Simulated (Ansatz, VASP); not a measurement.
# Na: VASP beside Ansatz

INCAR

```
SYSTEM = Na
PREC = Accurate
ENCUT = 520
EDIFF = 1E-6
ISMEAR = 0
SIGMA = 0.1
LREAL = .FALSE.
LASPH = .TRUE.
NELM = 100
ALGO = Fast
ISIF = 2
LWAVE = .FALSE.
LCHARG = .FALSE.
GGA = PS
NBANDS = 14
```

File KPOINTS:

```
Automatic mesh
0
G
  12 12 6
  0 0 0
```

Contents of POSCAR:

```
Na
1.0
    3.7670009976      0.0000000000      0.0000000000
   -1.8835004988      3.2623185600      0.0000000000
    0.0000000000      0.0000000000      6.1540000000
Na
2
Direct
    0.3333333333      0.6666666667      0.2500000000
    0.6693051310      0.3346176959      0.7571774456
```

Input for Ansatz:

```yaml
crystal:
  lattice:
    - [3.7670009976, 0.0, 0.0]
    - [-1.8835004988, 3.26231856, 0.0]
    - [0.0, 0.0, 6.154]
  atoms:
    - { symbol: Na, position: [0.3333333333, 0.6666666667, 0.25] }
    - { symbol: Na, position: [0.669305131, 0.3346176959, 0.7571774456] }
basis:
  ecutwfc: 420
kpoints:
  mp_grid: { grid: [12, 12, 6] }
hamiltonian:
  xc: pbesol
scf:
  occupations: { method: gaussian, width: 0.1 }
output:
  forces: true
  stress: true
  eigenvalues: true
  populations: true
```

Change from the starting cell: one atom moved.

Alike in both runs: task single point; functional PBEsol; k mesh 12 × 12 × 6; occupations gaussian, width 0.1 eV; no spin polarisation.

|  | VASP | Ansatz |
| --- | --- | --- |
| version | VASP 6.6.1 | Ansatz 0.2.0 |
| potentials or method | VASP PAW PBE potentials, release 64 (Na_pv), cutoff 520 eV | scalar-relativistic, plane waves, PAW |
| valence electrons in the cell | 14 | 18 |

```csv
,VASP,Ansatz,Ansatz less VASP
gap on the k mesh at the Fermi level (eV),none,none,-
pressure (GPa),-0.3,-0.3,+0.01
rms of the force components (eV/Å),0.018,0.018,0.0000
```

VASP's potentials were made for PBE, not for PBEsol. Atom by atom the forces differ by 0.000 eV/Å (rms over components). A gap of «none» marks a metal or a gap that the smearing closes. VASP's potentials hold 14 valence electrons a cell and Ansatz's 18, so a difference there can come from the potentials and not from the codes.
